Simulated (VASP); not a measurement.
Set up this calculation in VASP 6.6.1, as the native input.

* Task: relaxation of cell and atoms
* Functional: r2SCAN
* Potentials or basis: VASP PAW PBE potentials, release 64 (W_sv)
* Cutoff: 600 eV
* k mesh: 6 × 6 × 4
* Occupations: gaussian, width 0.1 eV
* Spin: no spin polarisation
* Dipole correction: no
* Further INCAR settings: ALGO = Normal; EDIFF = 1e-06; IBRION = 2; EDIFFG = -0.04; NSW = 90; ISIF = 3

Crystal: W.

```
W
1.0
     3.67472    0.00000    0.00000
    -1.83736    3.18240    0.00000
     0.00000    0.00000    4.16909
W
3
Direct
  0.22540 0.00000 0.33333
  0.00000 0.22540 0.66667
  0.77460 0.77460 0.00000
```

One way to write it, as run:

POSCAR

```
W
1.0
    3.6747199417      0.0000000000      0.0000000000
   -1.8373599709      3.1824008214      0.0000000000
    0.0000000000      0.0000000000      4.1690927847
W
3
Direct
    0.2254000000      0.0000000000      0.3333333333
    0.0000000000      0.2254000000      0.6666666667
    0.7746000000      0.7746000000      0.0000000000
```

INCAR.step1

```
  PREC = Accurate
  ENCUT = 600
  ISMEAR = 0
  SIGMA = 0.1
  LREAL = F
  LASPH = T
  NELM = 100
  GGA = PE
  ALGO = Normal
  EDIFF = 1E-4
  LWAVE = T
  LCHARG = F
```

INCAR.step2

```
  PREC = Accurate
  ENCUT = 600
  EDIFF = 1E-6
  ISMEAR = 0
  SIGMA = 0.1
  LREAL = F
  LASPH = T
  NELM = 100
  ALGO = Normal
  ISIF = 3
  LWAVE = F
  LCHARG = F
  METAGGA = R2SCAN
  LMIXTAU = T
  IBRION = 2
  NSW = 90
  EDIFFG = -0.04
  ISTART = 1
```

KPOINTS

```
regular mesh
0
Gamma
  6 6 4
```

Potentials or basis: VASP PAW PBE potentials, release 64 (W_sv).

Run with:

```bash
$ cat potpaw_PBE.64/W_sv/POTCAR > POTCAR
$ cp INCAR.step1 INCAR
$ mpirun -np 1 vasp_std > vasp.out
$ cp INCAR.step2 INCAR
$ mpirun -np 1 vasp_std > vasp.out
```

Results of the run:

```json
{
 "Relaxed volume": "15.99 Å³/atom",
 "Relaxed cell": "a = 4.461 Å, b = 4.461 Å, c = 2.784 Å, α = 90.00°, β = 90.00°, γ = 120.00°",
 "Space group after relaxing (to 0.1 Å)": "Im-3m (No. 229)",
 "Pressure after relaxing": "0.1 GPa",
 "Largest force after relaxing": "0.028 eV/Å",
 "Band gap on the k mesh": "zero (bands 21 and 22 overlap by 4.18 eV)"
}
```

Caveat: the k points lie up to 0.56 Å⁻¹ apart in the final cell, too coarse for converged energies and pressures of a metal; a cell axis changed by over 15 % at a fixed basis, so the end point is rough; the PAW data sets were made with another functional, which shifts forces and pressure a little; spin-orbit coupling is left out, which moves the levels of the heavy elements.

It took 47 min on 1 thread of Intel(R) Xeon(R) Platinum 8488C (Sapphire Rapids), on a shared host, peak memory 0.21 GiB.
